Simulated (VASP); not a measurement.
# PdBr (P2_13) in VASP: a series of runs, part 2 of 2

VASP 6.6.1.

### 3 Single point, PBE

This run uses another cell than the first one, of 25.63 Å³/atom.

Contents of INCAR:

```
SYSTEM = PdBr
ALGO = Normal
EDIFF = 1E-6
ENCUT = 500
GGA = PE
GGA_COMPAT = .FALSE.
ISIF = 2
ISMEAR = 0
LASPH = .TRUE.
LCHARG = .FALSE.
LREAL = .FALSE.
LWAVE = .FALSE.
NBANDS = 44
NELM = 120
PREC = Accurate
SIGMA = 0.1
```

Contents of KPOINTS:

```
k-points
0
G
  6 6 6
  0 0 0
```

Contents of POSCAR:

```
PdBr
1.0
    5.8968464091      0.0000000000      0.0000000000
    0.0000000000      5.8968464091      0.0000000000
    0.0000000000      0.0000000000      5.8968464091
Pd Br
4 4
Direct
    0.0305159174      0.0305159174      0.0305159174
    0.4694840826      0.9694840826      0.5305159174
    0.5305159174      0.4694840826      0.9694840826
    0.9694840826      0.5305159174      0.4694840826
    0.7688771455      0.7688771455      0.7688771455
    0.7311228545      0.2311228545      0.2688771455
    0.2688771455      0.7311228545      0.2311228545
    0.2311228545      0.2688771455      0.7311228545
```

Potentials or basis: VASP PAW PBE potentials, release 64 (Pd, Br).

Command:

```console
cat potpaw_PBE.64/Pd/POTCAR potpaw_PBE.64/Br/POTCAR > POTCAR
mpirun -np 1 vasp_std > vasp.out
```

OUTCAR:

```text
SYSTEM = PdBr
   EDIFF = 1E-6
   ENCUT = 500
   GGA = PE
   ISIF = 2
   ISMEAR = 0
   LASPH = .TRUE.
   LREAL = .FALSE.
   NELM = 120
   PREC = Accurate

 ion  position               nearest neighbor table
   1  0.031  0.031  0.031-   6 2.55   7 2.55   8 2.55   5 2.67
   2  0.469  0.969  0.531-   5 2.55   7 2.55   8 2.55   6 2.67
   3  0.531  0.469  0.969-   5 2.55   6 2.55   8 2.55   7 2.67
   4  0.969  0.531  0.469-   5 2.55   6 2.55   7 2.55   8 2.67
   5  0.769  0.769  0.769-   2 2.55   3 2.55   4 2.55   1 2.67
   6  0.731  0.231  0.269-   1 2.55   3 2.55   4 2.55   2 2.67
   7  0.269  0.731  0.231-   1 2.55   2 2.55   4 2.55   3 2.67
[... 1340 lines left out ...]
  Total        0.0312313      0.0312313      0.0312313     -0.0000000     -0.0000000     -0.0000000
  in kB        0.2440287      0.2440287      0.2440287     -0.0000000     -0.0000000     -0.0000000
  external PRESSURE =       0.2440287 kB  Pullay stress =       0.0000000 kB

 VOLUME and BASIS-vectors are now :
 -----------------------------------------------------------------------------
  energy-cutoff  :      500.00
  volume of cell :      205.05
      direct lattice vectors                 reciprocal lattice vectors
     5.896846409  0.000000000  0.000000000     0.169582168  0.000000000  0.000000000
     0.000000000  5.896846409  0.000000000     0.000000000  0.169582168  0.000000000
     0.000000000  0.000000000  5.896846409     0.000000000  0.000000000  0.169582168

 POSITION                                       TOTAL-FORCE (eV/Angst)
 -----------------------------------------------------------------------------------
      0.17995      0.17995      0.17995        -0.001693     -0.001693     -0.001693
      2.76848      5.71690      3.12837         0.001693      0.001693     -0.001693
      3.12837      2.76848      5.71690        -0.001693      0.001693      0.001693
      5.71690      3.12837      2.76848         0.001693     -0.001693      0.001693
      4.53395      4.53395      4.53395         0.000157      0.000157      0.000157
      4.31132      1.36290      1.58553        -0.000157     -0.000157      0.000157
      1.58553      4.31132      1.36290         0.000157     -0.000157     -0.000157
      1.36290      1.58553      4.31132        -0.000157      0.000157     -0.000157
 -----------------------------------------------------------------------------------
    total drift:                                0.000000      0.000000      0.000000

  FREE ENERGIE OF THE ION-ELECTRON SYSTEM (eV)
  ---------------------------------------------------
  free  energy   TOTEN  =       -26.5871579244 eV

  energy  without entropy=      -26.5559577971  energy(sigma->0) =      -26.57155786
```

Run time: 93 s. Hardware: 1 thread of Intel Xeon 6975P-C (Granite Rapids), shared host; peak memory 0.41 GiB.

Results:

* Free energy: -26.5872 eV
* Pressure: 0.0 GPa
* Band gap on the k mesh: zero (bands 34 and 35 overlap by 0.69 eV)

Forces in eV/Å, atoms in the order of the input:
```
Pd  -0.002 -0.002 -0.002
Pd   0.002  0.002 -0.002
Pd  -0.002  0.002  0.002
Pd   0.002 -0.002  0.002
Br   0.000  0.000  0.000
Br   0.000  0.000  0.000
Br   0.000  0.000  0.000
Br   0.000  0.000  0.000
```

Levels at points of the mesh, in eV from the Fermi level:
| k point | band 32 | band 33 | band 34 | band 35 | band 36 | band 37 |
| --- | --- | --- | --- | --- | --- | --- |
| (0.00, 0.00, 0.00) | -0.98 | -0.67 | 0.63 | 0.63 | 0.63 | 1.01 |
| (0.50, 0.00, 0.00) | -0.41 | -0.14 | -0.14 | -0.06 | -0.06 | 3.10 |
| (0.50, 0.50, 0.00) | -0.79 | -0.13 | -0.13 | 0.18 | 0.18 | 4.26 |
| (0.50, 0.50, 0.50) | -0.30 | 0.02 | 0.02 | 0.02 | 0.02 | 3.40 |

### 4 Single point, PBE

This run uses another cell than the first one, of 25.63 Å³/atom.

Contents of INCAR:

```
SYSTEM = PdBr
ALGO     = Normal         ! electronic algorithm
EDIFF    = 1E-6           ! SCF threshold, eV
ENCUT    = 500            ! plane-wave cutoff, eV
GGA      = PE             ! functional
GGA_COMPAT= .False.      
ISIF     = 2              ! what is computed and relaxed
ISMEAR   = 0              ! smearing method
LASPH    = .True.         ! aspherical terms in the spheres
LCHARG   = .False.        ! write CHGCAR
LREAL    = .False.        ! projectors in reciprocal space
LWAVE    = .False.        ! write WAVECAR
NBANDS   = 44             ! bands
NELM     = 120            ! most SCF steps
PREC     = Accurate       ! precision mode
SIGMA    = 0.1            ! smearing width, eV
```

Contents of KPOINTS:

```
k-points
0
Gamma
  8 8 8
  0 0 0
```

POSCAR is that of step 3.

Command:

```console
cat potpaw_PBE.64/Pd/POTCAR potpaw_PBE.64/Br/POTCAR > POTCAR
mpirun -np 1 vasp_std > vasp.out
```

Wall time 2.8 min (1 thread of Intel Xeon 6975P-C (Granite Rapids), shared host); peak memory 0.5 GiB.

Results (log left out):

| Item | Value |
| --- | --- |
| Free energy | -26.5854 eV |
| Pressure | 0.0 GPa |
| Band gap on the k mesh | zero (bands 34 and 35 overlap by 0.69 eV) |

Forces on the atoms (eV/Å):
```
Pd  -0.001 -0.001 -0.001
Pd   0.001  0.001 -0.001
Pd  -0.001  0.001  0.001
Pd   0.001 -0.001  0.001
Br   0.001  0.001  0.001
Br  -0.001 -0.001  0.001
Br   0.001 -0.001 -0.001
Br  -0.001  0.001 -0.001
```

Levels at points of the mesh, in eV from the Fermi level:
```csv
k point,band 31,band 32,band 33,band 34,band 35,band 36,band 37,band 38
"(0.00, 0.00, 0.00)",-0.98,-0.98,-0.67,0.63,0.63,0.63,1.01,3.97
"(0.50, 0.00, 0.00)",-0.41,-0.41,-0.14,-0.14,-0.06,-0.06,3.10,3.10
"(0.50, 0.50, 0.00)",-0.78,-0.78,-0.13,-0.13,0.19,0.19,4.26,4.26
"(0.50, 0.50, 0.50)",-0.29,-0.29,0.02,0.02,0.02,0.02,3.40,3.40
```

### 5 Relaxation of cell and atoms, PBE

This run uses another cell than the first one, of 25.63 Å³/atom.

Contents of INCAR:

```
SYSTEM = PdBr
PREC = Accurate ; ENCUT = 500
EDIFF = 1E-7 ; ISMEAR = 0
SIGMA = 0.1 ; LREAL = .False.
LASPH = .True. ; NELM = 120
ALGO = Normal ; ISIF = 3
LWAVE = .False. ; LCHARG = .False.
GGA = PE ; IBRION = 2
NSW = 100 ; EDIFFG = -0.01
GGA_COMPAT = .False. ; NELMIN = 4
```

Contents of KPOINTS:

```
Automatic mesh
0
Gamma
  6 6 6
  0 0 0
```

POSCAR is that of step 4.

Command:

```console
cat potpaw_PBE.64/Pd/POTCAR potpaw_PBE.64/Br/POTCAR > POTCAR
mpirun -np 1 vasp_std > vasp.out
```

Run time: 83 s. Hardware: 1 thread of Intel Xeon 6975P-C (Granite Rapids), shared host; peak memory 0.4 GiB.

The run converged. Its results:

| Quantity | Value |
| --- | --- |
| Free energy | -26.5872 eV |
| Pressure after relaxing | 0.0 GPa |
| Band gap on the k mesh | zero (bands 34 and 35 overlap by 0.69 eV) |

Forces in eV/Å, atoms in the order of the input:
```
Pd  -0.002 -0.002 -0.002
Pd   0.002  0.002 -0.002
Pd  -0.002  0.002  0.002
Pd   0.002 -0.002  0.002
Br   0.000  0.000  0.000
Br   0.000  0.000  0.000
Br   0.000  0.000  0.000
Br   0.000  0.000  0.000
```

Final structure:
```yaml
crystal:
  lattice:
    - [5.89685, 0.00000, 0.00000]
    - [0.00000, 5.89685, 0.00000]
    - [0.00000, 0.00000, 5.89685]
  atoms:
    - { symbol: Pd, position: [0.03052, 0.03052, 0.03052] }
    - { symbol: Pd, position: [0.46948, 0.96948, 0.53052] }
    - { symbol: Pd, position: [0.53052, 0.46948, 0.96948] }
    - { symbol: Pd, position: [0.96948, 0.53052, 0.46948] }
    - { symbol: Br, position: [0.76888, 0.76888, 0.76888] }
    - { symbol: Br, position: [0.73112, 0.23112, 0.26888] }
    - { symbol: Br, position: [0.26888, 0.73112, 0.23112] }
    - { symbol: Br, position: [0.23112, 0.26888, 0.73112] }
```

Levels at points of the mesh, in eV from the Fermi level:
```
           k point  band 32  band 33  band 34  band 35  band 36  band 37
(0.00, 0.00, 0.00)    -0.98    -0.67     0.63     0.63     0.63     1.01
(0.50, 0.00, 0.00)    -0.41    -0.14    -0.14    -0.06    -0.06     3.10
(0.50, 0.50, 0.00)    -0.79    -0.13    -0.13     0.18     0.18     4.26
(0.50, 0.50, 0.50)    -0.30     0.02     0.02     0.02     0.02     3.40
```

### 6 The runs side by side

| task | cell | k mesh | gap on the mesh (eV) | pressure (GPa) |
| --- | --- | --- | --- | --- |
| single point | a = 5.451 Å, 8 atoms, atomic positions A | 4 × 4 × 4 | none | -0.6 |
| single point | a = 5.897 Å, 8 atoms, atomic positions B | 6 × 6 × 6 | none | 0.0 |
| single point | a = 5.897 Å, 8 atoms, atomic positions B | 8 × 8 × 8 | none | 0.0 |
| relaxation of cell and atoms | relaxed from a = 5.897 Å, 8 atoms, atomic positions B | 6 × 6 × 6 | none | 0.0 |

Alike in all rows: level PBE; potentials or basis VASP PAW PBE potentials, release 64 (Pd, Br); no spin polarisation; cutoff (eV) 500; smearing gaussian 0.1 eV.

Total energies depend on the potentials used, so only differences within one code and one set of settings carry meaning.
